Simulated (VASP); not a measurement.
# MgS (Niningerite) (Fm-3m) in VASP: a series of runs

Aim: see how the results for MgS (Niningerite) move with the level of theory and the settings. Levels: RPBE, revPBE, BLYP, r2SCAN, r2SCAN-based global hybrid. Tasks: single point.

Everything below comes from runs of VASP 6.6.1. Logs are shortened: lines on timing, memory, paths and dates and some standing lists are left out, and cuts for length are marked.

## Step 1: The cell of the first run

Symmetry: Fm-3m, No. 225, cubic system. Conventional cell: a = 5.203 Å, b = 5.203 Å, c = 5.203 Å, α = 90.00°, β = 90.00°, γ = 90.00°. Within 3.4 Å of S (site symmetry m-3m) lie 6 Mg at 2.60 Å. Mg (site symmetry m-3m) has 6 S at 2.60 Å within 3.4 Å.

## Step 2: Single point, RPBE

Input file INCAR:

```
SYSTEM = MgS
PREC = Accurate
ENCUT = 520
EDIFF = 1E-6
ISMEAR = -1
SIGMA = 0.05
LREAL = .False.
LASPH = .True.
NELM = 100
ALGO = Normal
ISIF = 2
LWAVE = .False.
LCHARG = .False.
GGA = RP
NBANDS = 11
```

Input file KPOINTS:

```
Automatic mesh
0
Gamma
  5 5 5
  0 0 0
```

Input file POSCAR:

```
MgS
1.0
    0.0000000000      2.6016500000      2.6016500000
    2.6016500000      0.0000000000      2.6016500000
    2.6016500000      2.6016500000      0.0000000000
S Mg
1 1
Direct
    0.5000000000      0.5000000000      0.5000000000
    0.0000000000      0.0000000000      0.0000000000
```

Potentials or basis: VASP PAW PBE potentials, release 64 (S, Mg).

Started as:

```
> cat potpaw_PBE.64/S/POTCAR potpaw_PBE.64/Mg/POTCAR > POTCAR
> mpirun -np 1 vasp_std > vasp.out
```

OUTCAR:

```text
SYSTEM = MgS
   PREC = Accurate
   ENCUT = 520
   EDIFF = 1E-6
   ISMEAR = -1
   LREAL = .False.
   LASPH = .True.
   NELM = 100
   ISIF = 2
   GGA = RP

 ion  position               nearest neighbor table
   1  0.500  0.500  0.500-   2 2.60   2 2.60   2 2.60   2 2.60   2 2.60   2 2.60
   2  0.000  0.000  0.000-   1 2.60   1 2.60   1 2.60   1 2.60   1 2.60   1 2.60

  LATTYP: Found a face centered cubic cell.
 ALAT       =     5.2033000000

  Lattice vectors:

 A1 = (   0.0000000000,   2.6016500000,   2.6016500000)
 A2 = (   2.6016500000,   0.0000000000,   2.6016500000)
 A3 = (   2.6016500000,   2.6016500000,   0.0000000000)

Analysis of symmetry for initial positions (statically):
[... 33 lines left out ...]
                                     Primitive cell

  volume of cell :      35.2190

  direct lattice vectors                    reciprocal lattice vectors
     0.000000000  2.601650000  2.601650000    -0.192185728  0.192185728  0.192185728
     2.601650000  0.000000000  2.601650000     0.192185728 -0.192185728  0.192185728
     2.601650000  2.601650000  0.000000000     0.192185728  0.192185728 -0.192185728

  length of vectors
     3.679288715  3.679288715  3.679288715     0.332875446  0.332875446  0.332875446

  position of ions in fractional coordinates (direct lattice)
[... 8 lines left out ...]
----------------------------------------------------------------------------------------

 KPOINTS: Automatic mesh

Automatic generation of k-mesh.
 Grid dimensions read from file:
 generate k-points for:    5    5    5

 Generating k-lattice:

  Cartesian coordinates                     Fractional coordinates (reciprocal lattice)
    -0.038437146  0.038437146  0.038437146     0.200000000  0.000000000  0.000000000
     0.038437146 -0.038437146  0.038437146     0.000000000  0.200000000  0.000000000
     0.038437146  0.038437146 -0.038437146     0.000000000  0.000000000  0.200000000

  Length of vectors
     0.066575089  0.066575089  0.066575089

  Shift w.r.t. Gamma in fractional coordinates (k-lattice)
     0.000000000  0.000000000  0.000000000

 Subroutine IBZKPT returns following result:
 ===========================================

 Found     10 irreducible k-points:

 Following reciprocal coordinates:
            Coordinates               Weight
  0.000000  0.000000  0.000000      1.000000
  0.200000  0.000000  0.000000      8.000000
  0.400000  0.000000  0.000000      8.000000
  0.200000  0.200000  0.000000      6.000000
  0.400000  0.200000  0.000000     24.000000
 -0.400000  0.200000  0.000000     24.000000
 -0.200000  0.200000  0.000000     12.000000
  0.400000  0.400000  0.000000      6.000000
 -0.400000  0.400000  0.000000     12.000000
 -0.400000  0.400000  0.200000     24.000000
   k-points           NKPTS =     10   k-points in BZ     NKDIM =     10   number of bands    NBANDS=     11
   number of dos      NEDOS =    301   number of ions     NIONS =      2
   total plane-waves  NPLWV =  21952
   dimension x,y,z NGX =    28 NGY =   28 NGZ =   28
   dimension x,y,z NGXF=    56 NGYF=   56 NGZF=   56
   ions per type =               1   1
   NGX,Y,Z   is equivalent  to a cutoff of  12.65, 12.65, 12.65 a.u.
   NGXF,Y,Z  is equivalent  to a cutoff of  25.30, 25.30, 25.30 a.u.
 SYSTEM =  MgS
   PREC   = accura    normal or accurate (medium, high low for compatibility)
   ISTART =      0    job   : 0-new  1-cont  2-samecut
   ICHARG =      2    charge: 1-file 2-atom 10-const
   ISPIN  =      1    spin polarized calculation?
   LNONCOLLINEAR =      F non collinear calculations
   LSORBIT =      F    spin-orbit coupling
   LASPH  =      T    aspherical Exc in radial PAW
   ENCUT  =  520.0 eV  38.22 Ry    6.18 a.u.   6.84  6.84  6.84*2*pi/ulx,y,z
   NELM   =    100;   NELMIN=  2; NELMDL= -5     # of ELM steps
   EDIFF  = 0.1E-05   stopping-criterion for ELM
   LREAL  =      F    real-space projection
   EDIFFG = 0.1E-04   stopping-criterion for IOM
   NSW    =      0    number of steps for IOM
   IBRION =     -1    ionic relax: 0-MD 1-quasi-New 2-CG
[... 8 lines left out ...]
   EMIN   =  10.00;   EMAX   =-10.00  energy-range for DOS
   EFERMI =   0.00;   METHOD = LEGACY
   ISMEAR =    -1;   SIGMA  =   0.05  broadening in eV -4-tet -1-fermi 0-gaus
   EFERMI_NEDOS =   21; number of points for ismear=-14 and -15
   IALGO  =     38    algorithm
   IMIX   =      4    mixing-type and parameters
     AMIX     =   0.40;   BMIX     =  1.00
     AMIX_MAG =   1.60;   BMIX_MAG =  1.00
  volume/ion in A,a.u.               =      17.61       118.83
  Fermi-wavevector in a.u.,A,eV,Ry     =   0.998878  1.887606 13.575323  0.997758
  Thomas-Fermi vector in A             =   2.131131
   LORBIT       =      0    0 simple, 1 ext, 2 COOP (PROOUT), +10 PAW based schemes
   GGA     = RP    functional components
   LHFCALC =     F    Hartree Fock is set to
   AEXX    =    0.0000 exact exchange contribution
   IVDW    =     0    specifies the selected vdW correction
   LEPSILON=     F    determine dielectric tensor
   LRPA    =     F    only Hartree local field effects (RPA)
 non-spin polarized calculation
  energy-cutoff  :      520.00
  volume of cell :       35.22
 maximum number of plane-waves:       962
   NGX = 13   NGY = 13   NGZ = 13

 number of electron       8.0000000 magnetization

 Free energy of the ion-electron system (eV)
  ---------------------------------------------------
  ext. energy  EPLUGINS =         0.00000000
  ---------------------------------------------------
  free energy    TOTEN  =        -7.95259915 eV

  energy without entropy =       -7.95259915  energy(sigma->0) =       -7.95259915

 E-fermi :   4.8561     XC(G=0):  -9.5399

 val. band max:        3.8238813516   @ k =   0.0000   0.0000   0.0000
 cond. band min:       7.1426426456   @ k =   0.4000   0.4000   0.0000
 fundamental gap:      3.3187612940
 Fermi energy:         4.8561295412

 k-point     1 :       0.0000    0.0000    0.0000
  band No.  band energies     occupation
      1      -8.8291      2.00000
      2       3.8239      2.00000
      3       3.8239      2.00000
      4       3.8239      2.00000
      5       7.6880      0.00000
      6      11.8135      0.00000
      7      11.8135      0.00000
      8      11.8135      0.00000
      9      14.1860      0.00000
     10      14.1860      0.00000
     11      16.4572      0.00000

 k-point     2 :       0.2000    0.0000    0.0000
  band No.  band energies     occupation
      1      -8.4588      2.00000
      2       1.7471      2.00000
      3       3.5958      2.00000
      4       3.5958      2.00000
      5       8.8820      0.00000
      6      11.7166      0.00000
      7      11.9767      0.00000
      8      11.9767      0.00000
      9      13.6663      0.00000
     10      13.6663      0.00000
     11      16.1959      0.00000

 k-point     3 :       0.4000    0.0000    0.0000
  band No.  band energies     occupation
      1      -7.6961      2.00000
      2      -0.5865      2.00000
      3       3.2834      2.00000
      4       3.2834      2.00000
      5       8.5532      0.00000
      6      10.9564      0.00000
      7      10.9564      0.00000
      8      13.9121      0.00000
      9      15.6416      0.00000
     10      16.5697      0.00000
     11      16.5697      0.00000

 k-point     4 :       0.2000    0.2000    0.0000
  band No.  band energies     occupation
      1      -8.3399      2.00000
      2       1.8999      2.00000
      3       3.1228      2.00000
      4       3.1228      2.00000
      5       9.3799      0.00000
      6      10.0169      0.00000
      7      11.6669      0.00000
      8      13.3702      0.00000
      9      13.3702      0.00000
     10      14.8356      0.00000
     11      18.5544      0.00000

 k-point     5 :       0.4000    0.2000    0.0000
  band No.  band energies     occupation
      1      -7.6985      2.00000
      2       0.1902      2.00000
      3       2.3944      2.00000
      4       2.7763      2.00000
      5       8.8153      0.00000
      6      10.3748      0.00000
      7      11.9161      0.00000
      8      12.7589      0.00000
      9      15.8244      0.00000
     10      17.3148      0.00000
     11      18.4143      0.00000

 k-point     6 :      -0.4000    0.2000    0.0000
  band No.  band energies     occupation
      1      -7.3805      2.00000
      2      -0.4744      2.00000
      3       1.7246      2.00000
      4       2.9522      2.00000
      5       9.0471      0.00000
      6      10.7087      0.00000
      7      11.8212      0.00000
      8      13.5787      0.00000
      9      16.4354      0.00000
     10      16.5584      0.00000
     11      18.1504      0.00000

 k-point     7 :      -0.2000    0.2000    0.0000
  band No.  band energies     occupation
      1      -7.9444      2.00000
      2       0.6489      2.00000
      3       2.1851      2.00000
      4       3.4618      2.00000
      5      10.1435      0.00000
      6      11.1464      0.00000
      7      11.2614      0.00000
      8      11.7738      0.00000
      9      13.4724      0.00000
     10      17.3360      0.00000
     11      18.4691      0.00000

 k-point     8 :       0.4000    0.4000    0.0000
  band No.  band energies     occupation
      1      -7.3648      2.00000
      2      -0.0402      2.00000
      3       2.2753      2.00000
      4       2.2753      2.00000
      5       7.1426      0.00000
      6       8.4791      0.00000
      7      14.9238      0.00000
      8      16.2930      0.00000
      9      16.3318      0.00000
     10      16.3318      0.00000
     11      20.7071      0.00000

 k-point     9 :      -0.4000    0.4000    0.0000
  band No.  band energies     occupation
      1      -7.1515      2.00000
      2      -0.0214      2.00000
      3       1.0272      2.00000
      4       2.3605      2.00000
      5       7.5613      0.00000
      6       9.8561      0.00000
      7      14.1559      0.00000
      8      14.5046      0.00000
      9      16.1968      0.00000
     10      18.0024      0.00000
     11      20.5340      0.00000

 k-point    10 :      -0.4000    0.4000    0.2000
  band No.  band energies     occupation
      1      -7.2480      2.00000
      2       0.1272      2.00000
      3       1.1444      2.00000
      4       2.0762      2.00000
      5       9.0707      0.00000
      6      10.8832      0.00000
      7      11.4149      0.00000
      8      13.7501      0.00000
      9      16.6992      0.00000
     10      17.6102      0.00000
     11      20.3089      0.00000

------------------------ aborting loop because EDIFF is reached ----------------------------------------

  FORCE on cell =-STRESS in cart. coord.  units (eV):
  Direction    XX          YY          ZZ          XY          YZ          ZX
  --------------------------------------------------------------------------------------
  -------------------------------------------------------------------------------------
  Total        0.6715502      0.6715502      0.6715502     -0.0000000      0.0000000     -0.0000000
  in kB       30.5500884     30.5500884     30.5500884     -0.0000000      0.0000000     -0.0000000
  external PRESSURE =      30.5500884 kB  Pullay stress =       0.0000000 kB

 VOLUME and BASIS-vectors are now :
 -----------------------------------------------------------------------------
  energy-cutoff  :      520.00
  volume of cell :       35.22
      direct lattice vectors                 reciprocal lattice vectors
     0.000000000  2.601650000  2.601650000    -0.192185728  0.192185728  0.192185728
     2.601650000  0.000000000  2.601650000     0.192185728 -0.192185728  0.192185728
     2.601650000  2.601650000  0.000000000     0.192185728  0.192185728 -0.192185728

 POSITION                                       TOTAL-FORCE (eV/Angst)
 -----------------------------------------------------------------------------------
      2.60165      2.60165      2.60165         0.000000     -0.000000      0.000000
      0.00000      0.00000      0.00000        -0.000000      0.000000     -0.000000
 -----------------------------------------------------------------------------------
    total drift:                                0.000000      0.000000      0.000000

  FREE ENERGIE OF THE ION-ELECTRON SYSTEM (eV)
  ---------------------------------------------------
  free  energy   TOTEN  =        -7.9525991535 eV

  energy  without entropy=       -7.9525991534  energy(sigma->0) =       -7.95259915
```

Wall time 5.5 s (1 thread of Intel Xeon Platinum 8375C at 2.90GHz (Ice Lake), shared host); peak memory 0.15 GiB.

Results:

```yaml
Free_energy: -7.9526 eV
Pressure: 3.1 GPa
Band_gap_on_the_k_mesh: 3.32 eV, indirect (least direct gap 3.86 eV)
```

Caveat: the PAW data sets were made with another functional, which shifts forces and pressure a little.

## Step 3: Single point, revPBE

Input file INCAR:

```
SYSTEM = MgS
  PREC = Accurate
  ENCUT = 520
  EDIFF = 1E-6
  ISMEAR = -1
  SIGMA = 0.05
  LREAL = .FALSE.
  LASPH = .TRUE.
  NELM = 60
  ALGO = Normal
  ISIF = 2
  LWAVE = .FALSE.
  LCHARG = .TRUE.
  GGA = RE
  LELF = .TRUE.
  LVHAR = .TRUE.
  NBANDS = 11
```

Input file KPOINTS:

```
Automatic mesh
0
G
  5 5 5
  0 0 0
```

POSCAR is that of step 2.

Potentials or basis: VASP PAW PBE potentials, release 64 (S, Mg).

Started as:

```
> cat potpaw_PBE.64/S/POTCAR potpaw_PBE.64/Mg/POTCAR > POTCAR
> mpirun -np 1 vasp_std > vasp.out
```

It took 6.3 s on 1 thread of Intel Xeon Platinum 8375C at 2.90GHz (Ice Lake), shared host; peak memory 0.15 GiB.

Results (log left out):

```yaml
Free_energy: -8.0146 eV
Pressure: 2.6 GPa
Band_gap_on_the_k_mesh: 3.30 eV, indirect (least direct gap 3.83 eV)
```

Levels at points of the mesh, in eV from the valence-band top:
```
           k point  band 2  band 3  band 4  band 5  band 6  band 7
(0.00, 0.00, 0.00)    0.00    0.00    0.00    3.83    7.98    7.98
```

Caveat: the PAW data sets were made with another functional, which shifts forces and pressure a little. A k mesh can miss the band edges.

[end of part 1 of 2]
